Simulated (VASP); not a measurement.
**Al2O3: relaxation of cell and atoms with PBEsol**

Crystal: Al2O3.

```
Al O
1.0
     3.01748    0.00000    0.00000
    -1.50874    2.61322    0.00000
     0.00000    0.00000    7.57464
Al O
2 3
Direct
  0.00000 0.00000 0.27795
  0.00000 0.00000 0.72205
  0.33333 0.66667 0.19945
  0.66667 0.33333 0.80055
  0.00000 0.00000 0.50000
```

```json
{"Program": "VASP 6.6.1", "Task": "relaxation of cell and atoms", "Functional": "PBEsol", "Potentials or basis": "VASP PAW PBE potentials, release 64 (Al, O)", "Cutoff": "600 eV", "k mesh": "12 × 12 × 4", "Occupations": "gaussian, width 0.01 eV", "Spin": "no spin polarisation", "Target pressure": "5 GPa", "Dipole correction": "no", "Further INCAR settings": "ALGO = Normal; EDIFF = 1e-06; IBRION = 2; EDIFFG = -0.01; NSW = 80; ISIF = 3"}
```

```json
{
  "Relaxed volume": "10.74 Å³/atom",
  "Relaxed cell": "a = 2.959 Å, b = 2.959 Å, c = 7.077 Å, α = 90.00°, β = 90.00°, γ = 120.00°",
  "Space group after relaxing (to 0.1 Å)": "P-3m1 (No. 164)",
  "Energy change on relaxing (the run minimises the enthalpy)": "+8.7 meV/atom",
  "Ionic steps": "18",
  "Pressure after relaxing": "5.0 GPa",
  "Largest force after relaxing": "0.008 eV/Å",
  "Band gap on the k mesh": "2.47 eV"
}
```

Forces in eV/Å, atoms in the order of the input:
```
Al   0.000  0.000 -0.008
Al   0.000  0.000  0.008
O    0.000  0.000 -0.005
O    0.000  0.000  0.005
O    0.000  0.000  0.000
```

The path:
| step | energy change (eV) | largest force (eV/Å) | pressure (GPa) | volume (Å³) |
| --- | --- | --- | --- | --- |
| 1 | 0.0000 | 0.1892 | -3.70 | 59.73 |
| 2 | 0.1694 | 0.7991 | 14.94 | 54.30 |
| 3 | 0.0060 | 0.3354 | 4.81 | 56.92 |
| 4 | 0.0197 | 0.5294 | 4.77 | 56.48 |
| 5 | 0.0075 | 0.3159 | 4.75 | 56.70 |
| 6 | 0.0095 | 0.1626 | 4.83 | 56.35 |
| 7 | 0.0230 | 0.3128 | 5.00 | 55.79 |
| 8 | 0.0244 | 0.2938 | 5.01 | 55.56 |
| 9 | 0.0311 | 0.2395 | 5.00 | 54.85 |
| 10 | 0.0591 | 0.2201 | 5.37 | 53.45 |
| 11 | 0.0450 | 0.0238 | 5.18 | 53.64 |
| 12 | 0.0446 | 0.0185 | 5.16 | 53.65 |
| 13 | 0.0418 | 0.0298 | 4.74 | 53.74 |
| 14 | 0.0434 | 0.0130 | 4.98 | 53.69 |
| 15 | 0.0432 | 0.0211 | 4.94 | 53.69 |
| 16 | 0.0433 | 0.0159 | 4.95 | 53.69 |
| 17 | 0.0433 | 0.0129 | 4.95 | 53.69 |
| 18 | 0.0437 | 0.0077 | 4.96 | 53.68 |

Final structure:
```
CELL_PARAMETERS angstrom
2.95948 0.00000 0.00000
-1.47974 2.56298 0.00000
0.00000 0.00000 7.07671
ATOMIC_POSITIONS crystal
Al 0.00000 0.00000 0.26461
Al 0.00000 0.00000 0.73539
O 0.33333 0.66667 0.18044
O 0.66667 0.33333 0.81956
O 0.00000 0.00000 0.50000
```

Levels at points of the mesh, in eV from the valence-band top:
```csv
k point,band 10,band 11,band 12,band 13,band 14,band 15
"(0.00, 0.00, 0.00)",-2.24,0.00,0.00,2.47,4.77,7.63
"(0.50, 0.00, 0.00)",-3.23,-1.99,-0.54,4.27,6.35,8.31
"(0.00, 0.00, 0.50)",-3.49,0.00,0.00,3.50,3.79,8.27
"(0.50, 0.00, 0.50)",-3.58,-1.85,-0.53,5.03,5.32,8.39
```

Run time: 9 min on 1 thread of Intel Xeon 8259CL (shared host), peak memory 0.23 GiB.

Caveat: the cell is relaxed towards a set pressure, so the run minimises the enthalpy, not the energy; the PAW data sets were made with another functional, which shifts forces and pressure a little. A k mesh can miss the band edges.
